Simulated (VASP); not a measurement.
# As in VASP: further runs

As is run at these levels: LDA; tasks: single point.

All numbers are computed with VASP 6.6.1; they aren't measurements. Logs are shortened: lines on timing, memory, paths and dates and some standing lists are left out, and cuts for length are marked.

## Step 1: The cell of the first run

The cell holds a slab with vacuum, 2 atoms: a = 3.294 Å, b = 3.294 Å, c = 28.000 Å, α = 90.00°, β = 90.00°, γ = 120.00°.

## Step 2: Single point, LDA

INCAR

```
SYSTEM = As
PREC = Accurate
ENCUT = 520
EDIFF = 1E-7
ISMEAR = 0
SIGMA = 0.02
LREAL = .FALSE.
LASPH = .TRUE.
NELM = 100
ALGO = Normal
ISIF = 2
LWAVE = .FALSE.
LCHARG = .FALSE.
LDIPOL = .TRUE.
IDIPOL = 3
DIPOL = 0.5 0.5 0.500
NBANDS = 12
```

KPOINTS

```
Automatic mesh
0
G
  9 9 1
  0 0 0
```

POSCAR

```
As
1.0
    3.2940000000      0.0000000000      0.0000000000
   -1.6470000000      2.8526876801      0.0000000000
    0.0000000000      0.0000000000     28.0000000000
As
2
Direct
    0.3333333333      0.6666666667      0.5052857143
    0.6666666667      0.3333333333      0.4947142857
```

Potentials or basis: VASP PAW LDA potentials, release 64 (As).

Launch:

```
> cat potpaw_LDA.64/As/POTCAR > POTCAR
> mpirun -np 1 vasp_std > vasp.out
```

OUTCAR:

```text
SYSTEM = As
   PREC = Accurate
   ENCUT = 520
   EDIFF = 1E-7
   ISMEAR = 0
   LREAL = .FALSE.
   LASPH = .TRUE.
   NELM = 100
   ISIF = 2

 ion  position               nearest neighbor table
   1  0.333  0.667  0.505-   2 1.92   2 1.92   2 1.92
   2  0.667  0.333  0.495-   1 1.92   1 1.92   1 1.92

  LATTYP: Found a hexagonal cell.
 ALAT       =     3.2940000000
 C/A-ratio  =     8.5003035823

  Lattice vectors:

 A1 = (   3.2940000000,   0.0000000000,   0.0000000000)
 A2 = (  -1.6470000000,   2.8526876801,   0.0000000000)
 A3 = (   0.0000000000,   0.0000000000,  28.0000000000)

Analysis of symmetry for initial positions (statically):
=====================================================================
 Subroutine PRICEL returns:
 Original cell was already a primitive cell.

 Routine SETGRP: Setting up the symmetry group for a
 hexagonal supercell.

 Subroutine GETGRP returns: Found 12 space group operations
 (whereof 12 operations were pure point group operations)
 out of a pool of 24 trial point group operations.

The static configuration has the point symmetry D_3d.

Analysis of symmetry for dynamics (positions and initial velocities):
=====================================================================
 Subroutine PRICEL returns:
 Original cell was already a primitive cell.

 Routine SETGRP: Setting up the symmetry group for a
 hexagonal supercell.

 Subroutine GETGRP returns: Found 12 space group operations
 (whereof 12 operations were pure point group operations)
 out of a pool of 24 trial point group operations.

The dynamic configuration has the point symmetry D_3d.

 Subroutine INISYM returns: Found 12 space group operations
 (whereof 12 operations are pure point group operations),
 and found     1 'primitive' translations

----------------------------------------------------------------------------------------

                                     Primitive cell

  volume of cell :     263.1091

  direct lattice vectors                    reciprocal lattice vectors
     3.294000000  0.000000000  0.000000000     0.303582271  0.175273306  0.000000000
    -1.647000000  2.852687680  0.000000000     0.000000000  0.350546612  0.000000000
     0.000000000  0.000000000 28.000000000     0.000000000  0.000000000  0.035714286

  length of vectors
     3.294000000  3.294000000 28.000000000     0.350546612  0.350546612  0.035714286

  position of ions in fractional coordinates (direct lattice)
     0.333333333  0.666666667  0.505285714
     0.666666667  0.333333333  0.494714286

  ion indices of the primitive-cell ions
   primitive index   ion index
                 1           1
                 2           2

----------------------------------------------------------------------------------------

 KPOINTS: Automatic mesh

Automatic generation of k-mesh.
 Grid dimensions read from file:
 generate k-points for:    9    9    1

 Generating k-lattice:

  Cartesian coordinates                     Fractional coordinates (reciprocal lattice)
     0.033731363  0.019474812  0.000000000     0.111111111  0.000000000  0.000000000
     0.000000000  0.038949624  0.000000000     0.000000000  0.111111111  0.000000000
     0.000000000  0.000000000  0.035714286     0.000000000  0.000000000  1.000000000

  Length of vectors
     0.038949624  0.038949624  0.035714286

  Shift w.r.t. Gamma in fractional coordinates (k-lattice)
     0.000000000  0.000000000  0.000000000

 Subroutine IBZKPT returns following result:
 ===========================================

 Found     12 irreducible k-points:

 Following reciprocal coordinates:
            Coordinates               Weight
  0.000000  0.000000  0.000000      1.000000
  0.111111  0.000000  0.000000      6.000000
  0.222222  0.000000  0.000000      6.000000
  0.333333  0.000000  0.000000      6.000000
  0.444444  0.000000  0.000000      6.000000
  0.111111  0.111111  0.000000      6.000000
  0.222222  0.111111  0.000000     12.000000
  0.333333  0.111111  0.000000     12.000000
  0.444444  0.111111  0.000000      6.000000
  0.222222  0.222222  0.000000      6.000000
  0.333333  0.222222  0.000000     12.000000
  0.333333  0.333333  0.000000      2.000000
   k-points           NKPTS =     12   k-points in BZ     NKDIM =     12   number of bands    NBANDS=     12
   number of dos      NEDOS =    301   number of ions     NIONS =      2
   total plane-waves  NPLWV = 120960
   dimension x,y,z NGX =    24 NGY =   24 NGZ =  210
   dimension x,y,z NGXF=    48 NGYF=   48 NGZF=  420
   ions per type =               2
   NGX,Y,Z   is equivalent  to a cutoff of  12.11, 12.11, 12.47 a.u.
   NGXF,Y,Z  is equivalent  to a cutoff of  24.23, 24.23, 24.94 a.u.
 SYSTEM =  As
   PREC   = accura    normal or accurate (medium, high low for compatibility)
   ISTART =      0    job   : 0-new  1-cont  2-samecut
   ICHARG =      2    charge: 1-file 2-atom 10-const
   ISPIN  =      1    spin polarized calculation?
   LNONCOLLINEAR =      F non collinear calculations
   LSORBIT =      F    spin-orbit coupling
   LASPH  =      T    aspherical Exc in radial PAW
   ENCUT  =  520.0 eV  38.22 Ry    6.18 a.u.   6.12  6.12 52.06*2*pi/ulx,y,z
   NELM   =    100;   NELMIN=  2; NELMDL= -5     # of ELM steps
   EDIFF  = 0.1E-06   stopping-criterion for ELM
   LREAL  =      F    real-space projection
   EDIFFG = 0.1E-05   stopping-criterion for IOM
   NSW    =      0    number of steps for IOM
   IBRION =     -1    ionic relax: 0-MD 1-quasi-New 2-CG
   NFREE  =      0    steps in history (QN), initial steepest desc. (CG)
   ISIF   =      2    stress and relaxation
   ISYM   =      2    0-nonsym 1-usesym 2-fastsym
   POTIM  = 0.5000    time-step for ionic-motion
   TEBEG  =    0.0;   TEEND  =   0.0 temperature during run
   PSTRESS=    0.0 pullay stress
   NELECT =      10.0000    total number of electrons
   NUPDOWN=      -1.0000    fix difference up-down
   EMIN   =  10.00;   EMAX   =-10.00  energy-range for DOS
   EFERMI =   0.00;   METHOD = LEGACY
   ISMEAR =     0;   SIGMA  =   0.02  broadening in eV -4-tet -1-fermi 0-gaus
   EFERMI_NEDOS =   21; number of points for ismear=-14 and -15
   IALGO  =     38    algorithm
   IMIX   =      4    mixing-type and parameters
     AMIX     =   0.40;   BMIX     =  1.00
     AMIX_MAG =   1.60;   BMIX_MAG =  1.00
  volume/ion in A,a.u.               =     131.55       887.77
  Fermi-wavevector in a.u.,A,eV,Ry     =   0.550423  1.040148  4.122089  0.302965
  Thomas-Fermi vector in A             =   1.581984
   LORBIT       =      0    0 simple, 1 ext, 2 COOP (PROOUT), +10 PAW based schemes
   GGA     = CA    functional components
   LHFCALC =     F    Hartree Fock is set to
   AEXX    =    0.0000 exact exchange contribution
   IVDW    =     0    specifies the selected vdW correction
   LEPSILON=     F    determine dielectric tensor
   LRPA    =     F    only Hartree local field effects (RPA)
 non-spin polarized calculation
 Gauss-broadening in eV      SIGMA  =   0.02
  energy-cutoff  :      520.00
  volume of cell :      263.11
 maximum number of plane-waves:      7134
   NGX = 13   NGY = 13   NGZ =105

 number of electron      10.0000002 magnetization

 dipolmoment           0.000000      0.000000     -0.000000 electrons x Angstroem

 Free energy of the ion-electron system (eV)
  ---------------------------------------------------
  ext. energy  EPLUGINS =         0.00000000
  ---------------------------------------------------
  free energy    TOTEN  =        -1.93481647 eV

  energy without entropy =       -1.93274972  energy(sigma->0) =       -1.93378309

 E-fermi :  -1.7121     XC(G=0):  -1.7811

 val. band max:       -1.7185843800   @ k =   0.3333   0.1111   0.0000
 cond. band min:      -1.4300856145   @ k =   0.0000   0.0000   0.0000
 fundamental gap:      0.2884987655
 Fermi energy:        -1.7121139741

 k-point     1 :       0.0000    0.0000    0.0000
  band No.  band energies     occupation
      1     -21.8731      2.00000
      2      -9.8080      2.00000
      3      -6.8935      2.00000
      4      -6.8935      2.00000
      5      -1.4301      0.00000
      6      -1.0207      0.00000
      7      -0.4739      0.00000
      8      -0.4739      0.00000
      9       1.1493      0.00000
     10       1.5593      0.00000
     11       1.9452      0.00000
     12       2.0247      0.00000

 k-point     2 :       0.1111    0.0000    0.0000
  band No.  band energies     occupation
      1     -21.6600      2.00000
      2      -9.5972      2.00000
      3      -8.4370      2.00000
      4      -7.3761      2.00000
      5      -1.2657      0.00000
      6      -0.8460      0.00000
      7       0.4121      0.00000
      8       0.4182      0.00000
      9       1.3755      0.00000
     10       1.7836      0.00000
     11       2.1721      0.00000
     12       2.2190      0.00000

 k-point     3 :       0.2222    0.0000    0.0000
  band No.  band energies     occupation
      1     -21.0256      2.00000
      2     -11.1360      2.00000
      3      -8.9288      2.00000
      4      -8.2987      2.00000
      5      -2.1688      2.00000
      6      -0.5383      0.00000
      7       1.4114      0.00000
      8       2.0534      0.00000
      9       2.4855      0.00000
     10       2.5229      0.00000
     11       2.8477      0.00000
     12       3.0112      0.00000
[... 106 lines left out ...]
 k-point    11 :       0.3333    0.2222    0.0000
  band No.  band energies     occupation
      1     -18.1250      2.00000
      2     -15.8366      2.00000
      3     -11.8672      2.00000
      4      -6.0843      2.00000
      5      -3.7960      2.00000
      6       0.9752      0.00000
      7       1.4573      0.00000
      8       3.3813      0.00000
      9       4.2115      0.00000
     10       5.5315      0.00000
     11       5.8881      0.00000
     12       5.9476      0.00000

 k-point    12 :       0.3333    0.3333    0.0000
  band No.  band energies     occupation
      1     -16.9122      2.00000
      2     -16.9122      2.00000
      3     -12.5663      2.00000
      4      -4.9015      2.00000
      5      -4.9015      2.00000
      6       0.8056      0.00000
      7       3.9887      0.00000
      8       3.9888      0.00000
      9       3.9888      0.00000
     10       5.5378      0.00000
     11       5.5378      0.00000
     12       6.3972      0.00000

------------------------ aborting loop because EDIFF is reached ----------------------------------------

 vacuum level on the upper side and lower side of the slab       (xc-potential included)        -0.008        -0.008

  FORCE on cell =-STRESS in cart. coord.  units (eV):
  Direction    XX          YY          ZZ          XY          YZ          ZX
  --------------------------------------------------------------------------------------
  -------------------------------------------------------------------------------------
  Total       36.1045649     36.1045649      1.7444833      0.0000000      0.0000000     -0.0000000
  in kB      219.8552522    219.8552522     10.6228620      0.0000000      0.0000000     -0.0000000
  external PRESSURE =     150.1111221 kB  Pullay stress =       0.0000000 kB

 VOLUME and BASIS-vectors are now :
 -----------------------------------------------------------------------------
  energy-cutoff  :      520.00
  volume of cell :      263.11
      direct lattice vectors                 reciprocal lattice vectors
     3.294000000  0.000000000  0.000000000     0.303582271  0.175273306  0.000000000
    -1.647000000  2.852687680  0.000000000     0.000000000  0.350546612  0.000000000
     0.000000000  0.000000000 28.000000000     0.000000000  0.000000000  0.035714286

 POSITION                                       TOTAL-FORCE (eV/Angst)
 -----------------------------------------------------------------------------------
     -0.00000      1.90179     14.14800        -0.000000      0.000000      5.903629
      1.64700      0.95090     13.85200         0.000000      0.000000     -5.903629
 -----------------------------------------------------------------------------------
    total drift:                                0.000000     -0.000000      0.000000

  FREE ENERGIE OF THE ION-ELECTRON SYSTEM (eV)
  ---------------------------------------------------
  free  energy   TOTEN  =        -1.9348164723 eV

  energy  without entropy=       -1.9327497175  energy(sigma->0) =       -1.93378309

 vacuum level on the upper side and lower side of the slab         1.530         1.530
```

It took 42 s on 1 thread of Intel Xeon Platinum 8488C (Sapphire Rapids), shared host; peak memory 0.26 GiB.

Results:

* Free energy: -1.9348 eV
* Largest force: 5.904 eV/Å
* Band gap on the k mesh: zero (band 5 reaches -0.60 eV, above the bottom of band 6 at -3.20 eV)

Forces in eV/Å, atoms in the order of the input:
```
As   0.000  0.000  5.904
As   0.000  0.000 -5.904
```

## Step 3: Single point, LDA

INCAR

```
  ALGO = Normal
  DIPOL = 0.5 0.5 0.500
  EDIFF = 1E-6
  ENCUT = 520
  GGA = CA
  IDIPOL = 3
  ISIF = 2
  ISMEAR = 0
  LASPH = True
  LCHARG = False
  LDIPOL = True
  LREAL = False
  LWAVE = False
  NBANDS = 12
  NELM = 100
  PREC = Accurate
  SIGMA = 0.02
```

KPOINTS

```
k-points
0
Gamma
  9 9 1
```

POSCAR

```
As
1.0
    3.2940000000      0.0000000000      0.0000000000
   -1.6470000000      2.8526876801      0.0000000000
    0.0000000000      0.0000000000     28.0000000000
As
2
Direct
    0.3333333333      0.6666666667      0.5158571429
    0.6666666667      0.3333333333      0.4841428571
```

Potentials or basis: VASP PAW LDA potentials, release 64 (As).

Launch:

```
> cat potpaw_LDA.64/As/POTCAR > POTCAR
> mpirun -np 1 vasp_std > vasp.out
```

It took 40 s on 1 thread of Intel Xeon Platinum 8488C (Sapphire Rapids), shared host; peak memory 0.26 GiB.

The run converged. Its results:

```yaml
Free_energy: -7.2315 eV
Largest_force: 9.589 eV/Å
Band_gap_on_the_k_mesh: zero (filled and empty bands overlap)
```

Forces on the atoms (eV/Å):
```
As   0.000  0.000  9.589
As   0.000  0.000 -9.589
```

Levels at points of the mesh, in eV from the Fermi level:
```
           k point  band 2  band 3  band 4  band 5  band 6  band 7  band 8  band 9
(0.00, 0.00, 0.00)   -7.45   -2.68   -2.68   -0.29    1.41    2.58    2.58    4.41
```

[end of part 1 of 2]
